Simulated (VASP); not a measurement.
# AlAs (F-43m) in VASP: further runs

AlAs is run at these levels: PBE; tasks: single point, relaxation of cell and atoms.

Program: VASP 6.6.1. These are calculated values, not measurements. Logs are shortened: lines on timing, memory, paths and dates and some standing lists are left out, and cuts for length are marked.

### 1 The cell of the first run

It takes space group F-43m (No. 216, cubic). Conventional cell: a = 5.728 Å, b = 5.728 Å, c = 5.728 Å, α = 90.00°, β = 90.00°, γ = 90.00°. Within 3.3 Å of Al (site symmetry -43m) lie 4 As at 2.48 Å. Within 3.3 Å of As (site symmetry -43m) lie 4 Al at 2.48 Å.

### 2 Single point, PBE

Contents of INCAR:

```
SYSTEM = AlAs
PREC = Accurate
ENCUT = 520
EDIFF = 1E-6
ISMEAR = 0
SIGMA = 0.02
LREAL = .FALSE.
LASPH = .TRUE.
NELM = 60
ALGO = Normal
ISIF = 2
LWAVE = .FALSE.
LCHARG = .TRUE.
GGA = PE
LELF = .TRUE.
LVHAR = .TRUE.
NBANDS = 11
```

Contents of KPOINTS:

```
regular mesh
0
G
  8 8 8
  0 0 0
```

Contents of POSCAR:

```
AlAs
1.0
    0.0000000000      2.8639562590      2.8639562590
    2.8639562590      0.0000000000      2.8639562590
    2.8639562590      2.8639562590      0.0000000000
Al As
1 1
Direct
    0.0000000000      0.0000000000      0.0000000000
    0.2500000000      0.2500000000      0.2500000000
```

Potentials or basis: VASP PAW PBE potentials, release 64 (Al, As).

Run with:

```bash
$ cat potpaw_PBE.64/Al/POTCAR potpaw_PBE.64/As/POTCAR > POTCAR
$ mpirun -np 1 vasp_std > vasp.out
```

OUTCAR:

```text
SYSTEM = AlAs
   PREC = Accurate
   ENCUT = 520
   EDIFF = 1E-6
   ISMEAR = 0
   LREAL = .FALSE.
   LASPH = .TRUE.
   NELM = 60
   ISIF = 2
   GGA = PE

 ion  position               nearest neighbor table
   1  0.000  0.000  0.000-   2 2.48   2 2.48   2 2.48   2 2.48
   2  0.250  0.250  0.250-   1 2.48   1 2.48   1 2.48   1 2.48

  LATTYP: Found a face centered cubic cell.
 ALAT       =     5.7279125180

  Lattice vectors:

 A1 = (   0.0000000000,   2.8639562590,   2.8639562590)
 A2 = (   2.8639562590,   0.0000000000,   2.8639562590)
 A3 = (   2.8639562590,   2.8639562590,   0.0000000000)

Analysis of symmetry for initial positions (statically):
=====================================================================
 Subroutine PRICEL returns:
 Original cell was already a primitive cell.

 Routine SETGRP: Setting up the symmetry group for a
 face centered cubic supercell.

 Subroutine GETGRP returns: Found 24 space group operations
 (whereof 24 operations were pure point group operations)
 out of a pool of 48 trial point group operations.

The static configuration has the point symmetry T_d .

Analysis of symmetry for dynamics (positions and initial velocities):
=====================================================================
 Subroutine PRICEL returns:
 Original cell was already a primitive cell.

 Routine SETGRP: Setting up the symmetry group for a
 face centered cubic supercell.

 Subroutine GETGRP returns: Found 24 space group operations
 (whereof 24 operations were pure point group operations)
 out of a pool of 48 trial point group operations.

The dynamic configuration has the point symmetry T_d .

 Subroutine INISYM returns: Found 24 space group operations
 (whereof 24 operations are pure point group operations),
 and found     1 'primitive' translations

----------------------------------------------------------------------------------------

                                     Primitive cell

  volume of cell :      46.9817

  direct lattice vectors                    reciprocal lattice vectors
     0.000000000  2.863956259  2.863956259    -0.174583672  0.174583672  0.174583672
     2.863956259  0.000000000  2.863956259     0.174583672 -0.174583672  0.174583672
     2.863956259  2.863956259  0.000000000     0.174583672  0.174583672 -0.174583672

  length of vectors
     4.050245784  4.050245784  4.050245784     0.302387790  0.302387790  0.302387790

  position of ions in fractional coordinates (direct lattice)
     0.000000000  0.000000000  0.000000000
     0.250000000  0.250000000  0.250000000

  ion indices of the primitive-cell ions
   primitive index   ion index
                 1           1
                 2           2

----------------------------------------------------------------------------------------

 KPOINTS: regular mesh

Automatic generation of k-mesh.
 Grid dimensions read from file:
 generate k-points for:    8    8    8

 Generating k-lattice:

  Cartesian coordinates                     Fractional coordinates (reciprocal lattice)
    -0.021822959  0.021822959  0.021822959     0.125000000  0.000000000  0.000000000
     0.021822959 -0.021822959  0.021822959     0.000000000  0.125000000  0.000000000
     0.021822959  0.021822959 -0.021822959     0.000000000  0.000000000  0.125000000

  Length of vectors
     0.037798474  0.037798474  0.037798474

  Shift w.r.t. Gamma in fractional coordinates (k-lattice)
     0.000000000  0.000000000  0.000000000

 Subroutine IBZKPT returns following result:
 ===========================================

 Found     29 irreducible k-points:

 Following reciprocal coordinates:
            Coordinates               Weight
  0.000000  0.000000  0.000000      1.000000
  0.125000  0.000000  0.000000      8.000000
  0.250000  0.000000  0.000000      8.000000
  0.375000  0.000000  0.000000      8.000000
  0.500000  0.000000  0.000000      4.000000
  0.125000  0.125000  0.000000      6.000000
[... 16 lines left out ...]
  0.500000  0.250000  0.125000     48.000000
 -0.375000  0.250000  0.125000     24.000000
 [... further k-points ...]
   k-points           NKPTS =     29   k-points in BZ     NKDIM =     29   number of bands    NBANDS=     11
   number of dos      NEDOS =    301   number of ions     NIONS =      2
   total plane-waves  NPLWV =  27000
   dimension x,y,z NGX =    30 NGY =   30 NGZ =   30
   dimension x,y,z NGXF=    60 NGYF=   60 NGZF=   60
   ions per type =               1   1
   NGX,Y,Z   is equivalent  to a cutoff of  12.31, 12.31, 12.31 a.u.
   NGXF,Y,Z  is equivalent  to a cutoff of  24.63, 24.63, 24.63 a.u.
 SYSTEM =  AlAs
   PREC   = accura    normal or accurate (medium, high low for compatibility)
   ISTART =      0    job   : 0-new  1-cont  2-samecut
   ICHARG =      2    charge: 1-file 2-atom 10-const
   ISPIN  =      1    spin polarized calculation?
   LNONCOLLINEAR =      F non collinear calculations
   LSORBIT =      F    spin-orbit coupling
   LASPH  =      T    aspherical Exc in radial PAW
   ENCUT  =  520.0 eV  38.22 Ry    6.18 a.u.   7.53  7.53  7.53*2*pi/ulx,y,z
   NELM   =     60;   NELMIN=  2; NELMDL= -5     # of ELM steps
   EDIFF  = 0.1E-05   stopping-criterion for ELM
   LREAL  =      F    real-space projection
   EDIFFG = 0.1E-04   stopping-criterion for IOM
   NSW    =      0    number of steps for IOM
   IBRION =     -1    ionic relax: 0-MD 1-quasi-New 2-CG
   NFREE  =      0    steps in history (QN), initial steepest desc. (CG)
   ISIF   =      2    stress and relaxation
   ISYM   =      2    0-nonsym 1-usesym 2-fastsym
   POTIM  = 0.5000    time-step for ionic-motion
   TEBEG  =    0.0;   TEEND  =   0.0 temperature during run
   PSTRESS=    0.0 pullay stress
   NELECT =       8.0000    total number of electrons
   NUPDOWN=      -1.0000    fix difference up-down
   EMIN   =  10.00;   EMAX   =-10.00  energy-range for DOS
   EFERMI =   0.00;   METHOD = LEGACY
   ISMEAR =     0;   SIGMA  =   0.02  broadening in eV -4-tet -1-fermi 0-gaus
   EFERMI_NEDOS =   21; number of points for ismear=-14 and -15
   IALGO  =     38    algorithm
   IMIX   =      4    mixing-type and parameters
     AMIX     =   0.40;   BMIX     =  1.00
     AMIX_MAG =   1.60;   BMIX_MAG =  1.00
  volume/ion in A,a.u.               =      23.49       158.52
  Fermi-wavevector in a.u.,A,eV,Ry     =   0.907392  1.714723 11.202505  0.823361
  Thomas-Fermi vector in A             =   2.031194
   LORBIT       =      0    0 simple, 1 ext, 2 COOP (PROOUT), +10 PAW based schemes
   GGA     = PE    functional components
   LHFCALC =     F    Hartree Fock is set to
   AEXX    =    0.0000 exact exchange contribution
   IVDW    =     0    specifies the selected vdW correction
   LEPSILON=     F    determine dielectric tensor
   LRPA    =     F    only Hartree local field effects (RPA)
 non-spin polarized calculation
 Gauss-broadening in eV      SIGMA  =   0.02
  energy-cutoff  :      520.00
  volume of cell :       46.98
 maximum number of plane-waves:      1283
   NGX = 15   NGY = 15   NGZ = 15

 number of electron       7.9999999 magnetization

 Free energy of the ion-electron system (eV)
  ---------------------------------------------------
  ext. energy  EPLUGINS =         0.00000000
  ---------------------------------------------------
  free energy    TOTEN  =        -9.38801117 eV

  energy without entropy =       -9.38801117  energy(sigma->0) =       -9.38801117

 E-fermi :   3.6740     XC(G=0):  -8.9046

 val. band max:        3.5937799664   @ k =   0.0000   0.0000   0.0000
 cond. band min:       5.0882084640   @ k =   0.5000   0.5000   0.0000
 fundamental gap:      1.4944284976
 Fermi energy:         3.6740198086

 k-point     1 :       0.0000    0.0000    0.0000
  band No.  band energies     occupation
      1      -8.0768      2.00000
      2       3.5938      2.00000
      3       3.5938      2.00000
      4       3.5938      2.00000
      5       5.3763      0.00000
      6       7.8207      0.00000
      7       7.8207      0.00000
      8       7.8207      0.00000
      9      12.2764      0.00000
     10      12.5360      0.00000
     11      12.5360      0.00000

 k-point     2 :       0.1250    0.0000    0.0000
  band No.  band energies     occupation
      1      -7.9308      2.00000
      2       2.1693      2.00000
      3       3.4382      2.00000
      4       3.4382      2.00000
      5       6.1758      0.00000
      6       8.0937      0.00000
      7       8.0937      0.00000
      8       8.1782      0.00000
      9      11.9540      0.00000
     10      11.9540      0.00000
     11      12.9963      0.00000

 k-point     3 :       0.2500    0.0000    0.0000
  band No.  band energies     occupation
      1      -7.5272      2.00000
      2       0.2696      2.00000
      3       3.1301      2.00000
      4       3.1301      2.00000
      5       6.0614      0.00000
      6       8.4387      0.00000
      7       8.4387      0.00000
      8       9.8407      0.00000
      9      11.8439      0.00000
     10      11.8439      0.00000
     11      12.8846      0.00000

 k-point     4 :       0.3750    0.0000    0.0000
  band No.  band energies     occupation
      1      -7.0096      2.00000
      2      -1.2188      2.00000
      3       2.8831      2.00000
      4       2.8831      2.00000
      5       5.7325      0.00000
      6       8.3522      0.00000
      7       8.3522      0.00000
      8      11.1866      0.00000
      9      13.0869      0.00000
     10      13.0869      0.00000
     11      13.1104      0.00000
[... 239 lines left out ...]
 k-point    22 :       0.3750    0.2500    0.1250
  band No.  band energies     occupation
      1      -7.1903      2.00000
      2      -0.1171      2.00000
      3       1.7141      2.00000
      4       2.6502      2.00000
      5       7.1484      0.00000
      6       7.6956      0.00000
      7       8.8665      0.00000
      8       9.9903      0.00000
      9      11.6316      0.00000
     10      13.8699      0.00000
     11      15.3768      0.00000

 k-point    23 :       0.5000    0.2500    0.1250
  band No.  band energies     occupation
      1      -6.7262      2.00000
      2      -1.0864      2.00000
      3       1.1428      2.00000
      4       2.2854      2.00000
      5       7.2006      0.00000
      6       7.9794      0.00000
      7       9.2824      0.00000
      8      10.3439      0.00000
      9      12.7632      0.00000
     10      13.9678      0.00000
     11      15.5868      0.00000

 k-point    24 :      -0.3750    0.2500    0.1250
  band No.  band energies     occupation
      1      -6.4891      2.00000
      2      -1.5399      2.00000
      3       0.9919      2.00000
      4       2.1107      2.00000
      5       7.1740      0.00000
      6       7.8046      0.00000
      7      10.1327      0.00000
      8      11.0966      0.00000
      9      11.8127      0.00000
     10      14.4569      0.00000
     11      15.6777      0.00000

 [... further k-points ...]
[... 5 lines left out ...]
  --------------------------------------------------------------------------------------
  -------------------------------------------------------------------------------------
  Total        0.0518331      0.0518331      0.0518331      0.0000000     -0.0000000      0.0000000
  in kB        1.7676191      1.7676191      1.7676191      0.0000000     -0.0000000      0.0000000
  external PRESSURE =       1.7676191 kB  Pullay stress =       0.0000000 kB

 VOLUME and BASIS-vectors are now :
 -----------------------------------------------------------------------------
  energy-cutoff  :      520.00
  volume of cell :       46.98
      direct lattice vectors                 reciprocal lattice vectors
     0.000000000  2.863956259  2.863956259    -0.174583672  0.174583672  0.174583672
     2.863956259  0.000000000  2.863956259     0.174583672 -0.174583672  0.174583672
     2.863956259  2.863956259  0.000000000     0.174583672  0.174583672 -0.174583672

 POSITION                                       TOTAL-FORCE (eV/Angst)
 -----------------------------------------------------------------------------------
      0.00000      0.00000      0.00000         0.000000     -0.000000     -0.000000
      1.43198      1.43198      1.43198        -0.000000      0.000000      0.000000
 -----------------------------------------------------------------------------------
    total drift:                               -0.000000     -0.000000     -0.000000

  FREE ENERGIE OF THE ION-ELECTRON SYSTEM (eV)
  ---------------------------------------------------
  free  energy   TOTEN  =        -9.3880111665 eV

  energy  without entropy=       -9.3880111665  energy(sigma->0) =       -9.38801117
```

Run time: 12 s. Hardware: 1 thread of Intel Xeon 6975P-C, shared host; peak memory 0.17 GiB.

Results:

```yaml
Free_energy: -9.3880 eV
Pressure: 0.2 GPa
Band_gap_on_the_k_mesh: 1.49 eV, indirect (least direct gap 1.78 eV)
```

Levels at points of the mesh, in eV from the valence-band top:
```
           k point  band 1  band 2  band 3  band 4  band 5  band 6  band 7  band 8  band 9
(0.00, 0.00, 0.00)  -11.67    0.00    0.00    0.00    1.78    4.23    4.23    4.23    8.68
(0.50, 0.00, 0.00)  -10.33   -5.42   -0.80   -0.80    2.01    4.65    4.65    7.68   10.91
(0.50, 0.50, 0.00)   -9.81   -5.31   -2.10   -2.10    1.49    2.29   10.06   10.06   11.39
```

A k mesh can miss the band edges.

### 3 Relaxation of cell and atoms, PBE

This run uses another cell than the first one, of 22.86 Å³/atom, 0.973 times its volume.

Contents of INCAR:

```
SYSTEM = AlAs
ALGO     = Normal         ! electronic algorithm
EDIFF    = 1E-6           ! SCF threshold, eV
EDIFFG   = -0.005         ! ionic threshold
ENCUT    = 600            ! plane-wave cutoff, eV
GGA      = PE             ! functional
IBRION   = 2              ! ionic algorithm
ISIF     = 3              ! what is computed and relaxed
ISMEAR   = 0              ! smearing method
LASPH    = .TRUE.         ! aspherical terms in the spheres
LCHARG   = .FALSE.        ! write CHGCAR
LREAL    = .FALSE.        ! projectors in reciprocal space
LWAVE    = .FALSE.        ! write WAVECAR
NELM     = 100            ! most SCF steps
NSW      = 100            ! ionic steps
PREC     = Accurate       ! precision mode
SIGMA    = 0.02           ! smearing width, eV
```

Contents of KPOINTS:

```
k-points
0
G
  8 8 8
  0 0 0
```

Contents of POSCAR:

```
AlAs
1.0
    0.0000000000      2.8379008000      2.8379008000
    2.8379008000      0.0000000000      2.8379008000
    2.8379008000      2.8379008000      0.0000000000
Al As
1 1
Direct
    0.0000000000      0.0000000000      0.0000000000
    0.2500000000      0.2500000000      0.2500000000
```

Potentials or basis: VASP PAW PBE potentials, release 64 (Al, As).

Run with:

```bash
$ cat potpaw_PBE.64/Al/POTCAR potpaw_PBE.64/As/POTCAR > POTCAR
$ mpirun -np 1 vasp_std > vasp.out
```

OUTCAR:

```text
SYSTEM = AlAs
   EDIFF = 1E-6
   EDIFFG = -0.005
   ENCUT = 600
   GGA = PE
   IBRION = 2
   ISIF = 3
   ISMEAR = 0
   LASPH = .TRUE.
   LREAL = .FALSE.
   NELM = 100
   NSW = 100
   PREC = Accurate

 ion  position               nearest neighbor table
   1  0.000  0.000  0.000-   2 2.46   2 2.46   2 2.46   2 2.46
   2  0.250  0.250  0.250-   1 2.46   1 2.46   1 2.46   1 2.46

  LATTYP: Found a face centered cubic cell.
 ALAT       =     5.6758016000

  Lattice vectors:

 A1 = (   0.0000000000,   2.8379008000,   2.8379008000)
 A2 = (   2.8379008000,   0.0000000000,   2.8379008000)
 A3 = (   2.8379008000,   2.8379008000,   0.0000000000)

Analysis of symmetry for initial positions (statically):
=====================================================================
 Subroutine PRICEL returns:
 Original cell was already a primitive cell.

 Routine SETGRP: Setting up the symmetry group for a
 face centered cubic supercell.

 Subroutine GETGRP returns: Found 24 space group operations
 (whereof 24 operations were pure point group operations)
 out of a pool of 48 trial point group operations.

The static configuration has the point symmetry T_d .

Analysis of symmetry for dynamics (positions and initial velocities):
=====================================================================
 Subroutine PRICEL returns:
 Original cell was already a primitive cell.

 Routine SETGRP: Setting up the symmetry group for a
 face centered cubic supercell.
[... 143 lines left out ...]

--------------------------------------- Ionic step        1  -------------------------------------------

 number of electron       8.0000001 magnetization

 Free energy of the ion-electron system (eV)
  ---------------------------------------------------
  ext. energy  EPLUGINS =         0.00000000
  ---------------------------------------------------
  free energy    TOTEN  =        -9.37903289 eV

  energy without entropy =       -9.37903289  energy(sigma->0) =       -9.37903289

 E-fermi :   3.9500     XC(G=0):  -9.0108

 val. band max:        3.8219674975   @ k =   0.0000   0.0000   0.0000
 cond. band min:       5.2705928096   @ k =   0.5000   0.5000   0.0000
 fundamental gap:      1.4486253121
 Fermi energy:         3.9499865225

 k-point     1 :       0.0000    0.0000    0.0000
  band No.  band energies     occupation
      1      -7.9985      2.00000
      2       3.8220      2.00000
      3       3.8220      2.00000
      4       3.8220      2.00000
      5       5.8200      0.00000
      6       8.0957      0.00000
      7       8.0957      0.00000
      8       8.0957      0.00000
[... 324 lines left out ...]
--------------------------------------- Ionic step        3  -------------------------------------------

 number of electron       8.0000000 magnetization

 Free energy of the ion-electron system (eV)
  ---------------------------------------------------
  ext. energy  EPLUGINS =         0.00000000
  ---------------------------------------------------
  free energy    TOTEN  =        -9.38811391 eV

  energy without entropy =       -9.38811391  energy(sigma->0) =       -9.38811391

 E-fermi :   3.7254     XC(G=0):  -8.8949

 val. band max:        3.5734551986   @ k =   0.0000   0.0000   0.0000
 cond. band min:       5.0721648028   @ k =   0.5000   0.5000   0.0000
 fundamental gap:      1.4987096041
 Fermi energy:         3.7254227630

 k-point     1 :       0.0000    0.0000    0.0000
  band No.  band energies     occupation
      1      -8.0840      2.00000
      2       3.5735      2.00000
      3       3.5735      2.00000
      4       3.5735      2.00000
      5       5.3370      0.00000
      6       7.7962      0.00000
      7       7.7962      0.00000
      8       7.7962      0.00000
[... 282 lines left out ...]
  FREE ENERGIE OF THE ION-ELECTRON SYSTEM (eV)
  ---------------------------------------------------
  free  energy   TOTEN  =        -9.3881139086 eV

  energy  without entropy=       -9.3881139086  energy(sigma->0) =       -9.38811391

 reached required accuracy - stopping structural energy minimisation
```

Wall time 18 s (1 thread of Intel Xeon 6975P-C, shared host); peak memory 0.19 GiB.

What came out:

| Property | Result |
| --- | --- |
| Free energy | -9.3881 eV |
| Relaxed volume | 23.55 Å³/atom |
| Relaxed cell | a = 4.054 Å, b = 4.054 Å, c = 4.054 Å, α = 60.00°, β = 60.00°, γ = 60.00° |
| Space group after relaxing (to 0.05 Å) | F-43m (No. 216) |
| Energy gained by relaxing | 4.5 meV/atom |
| Ionic steps | 3 |
| Pressure after relaxing | 0.0 GPa |
| Band gap on the k mesh | 1.50 eV, indirect (least direct gap 1.76 eV) |

The path:
| step | energy change (eV) | largest force (eV/Å) | pressure (GPa) | volume (Å³) |
| --- | --- | --- | --- | --- |
| 1 | 0.0000 | 0.0000 | 2.16 | 45.71 |
| 2 | -0.0071 | 0.0000 | -0.93 | 47.78 |
| 3 | -0.0091 | 0.0000 | 0.01 | 47.10 |

Final structure:
```yaml
crystal:
  lattice:
    - [0.00000, 2.86631, 2.86631]
    - [2.86631, 0.00000, 2.86631]
    - [2.86631, 2.86631, 0.00000]
  atoms:
    - { symbol: Al, position: [0.00000, 0.00000, 0.00000] }
    - { symbol: As, position: [0.25000, 0.25000, 0.25000] }
```
